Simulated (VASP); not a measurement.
Wanted: the native input for a VASP 6.6.1 run.

- Task: relaxation of cell and atoms
- Functional: PBE
- Potentials or basis: VASP PAW PBE potentials, release 64 (Cd, Se)
- Cutoff: 600 eV
- k mesh: 6 × 6 × 4
- Occupations: gaussian, width 0.02 eV
- Spin: no spin polarisation
- Dipole correction: no
- Further INCAR settings: ALGO = Normal; EDIFF = 1e-06; IBRION = 2; EDIFFG = -0.005; NSW = 100; ISIF = 3

The structure of CdSe lies in POSCAR:

```
CdSe
1.0
    4.2984999142      0.0000000000      0.0000000000
   -2.1492499571      3.7226101239      0.0000000000
    0.0000000000      0.0000000000      7.0152000000
Cd Se
2 2
Direct
    0.6666666667      0.3333333333      0.0000000000
    0.3333333333      0.6666666667      0.5000000000
    0.6666666667      0.3333333333      0.3750000000
    0.3333333333      0.6666666667      0.8750000000
```

These files were run (other wordings do the same):

INCAR

```
SYSTEM = CdSe
PREC = Accurate
ENCUT = 600
EDIFF = 1E-6
ISMEAR = 0
SIGMA = 0.02
LREAL = .False.
LASPH = .True.
NELM = 100
ALGO = Normal
ISIF = 3
LWAVE = .False.
LCHARG = .False.
GGA = PE
IBRION = 2
NSW = 100
EDIFFG = -0.005
```

KPOINTS

```
Automatic mesh
0
Gamma
  6 6 4
  0 0 0
```

Potentials or basis: VASP PAW PBE potentials, release 64 (Cd, Se).

The run is started by

```sh
$ cat potpaw_PBE.64/Cd/POTCAR potpaw_PBE.64/Se/POTCAR > POTCAR
$ mpirun -np 1 vasp_std > vasp.out
```

It gave:

```
Relaxed volume                         : 29.90 Å³/atom
Relaxed cell                           : a = 4.390 Å, b = 4.390 Å, c = 7.168 Å, α = 90.00°, β = 90.00°, γ = 120.00°
Space group after relaxing (to 0.05 Å) : P6_3mc (No. 186)
Energy gained by relaxing              : 17.7 meV/atom
Ionic steps                            : 8
Pressure after relaxing                : 0.0 GPa
Band gap on the k mesh                 : 0.53 eV, direct
```

Wall time 5.1 min on 1 thread of Intel(R) Xeon(R) Platinum 8488C (Sapphire Rapids) (shared host), peak memory 0.29 GiB.
